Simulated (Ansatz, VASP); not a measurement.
**SnO2: VASP beside Ansatz**

```
Sn O
1.0
     4.78800    0.00000    0.00000
     0.00000    4.86658    0.00000
     0.00000    0.00000    3.24090
Sn O
2 4
Direct
  0.00000 0.00000 0.00000
  0.50000 0.50000 0.50000
  0.70815 0.67896 0.00000
  0.20814 0.82104 0.50000
  0.79185 0.17896 0.50000
  0.29185 0.32104 0.00000
```

Alike in both runs: functional BLYP; k mesh 5 × 5 × 6; occupations fermi-dirac, width 0.05 eV; no spin polarisation.

|  | VASP | Ansatz |
| --- | --- | --- |
| version | VASP 6.6.1 | Ansatz 0.2.0 |
| potentials or method | VASP PAW PBE potentials, release 64 (Sn_d, O) | Ansatz PAW |
| plane-wave cutoff (eV) | 520 | 420 |
| valence electrons in the cell | 52 | 52 |
| task | single point | band structure |

```tsv
	VASP	Ansatz	Ansatz less VASP
gap on the k mesh at the Fermi level (eV)	0.86	0.83	-0.027
least direct gap on the mesh (eV)	0.86	0.83	-0.027
pressure (GPa)	5.5	4.6	-0.91
traceless stress, the component that is largest in VASP (GPa)	0.83	0.53	-0.305
rms of the force components (eV/Å)	0.043	0.036	-0.0067
```

VASP's potentials were made for PBE, not for BLYP. Atom by atom the forces differ by 0.011 eV/Å (rms over components).

Noted on Ansatz's run: Pulay correction over one GPa.
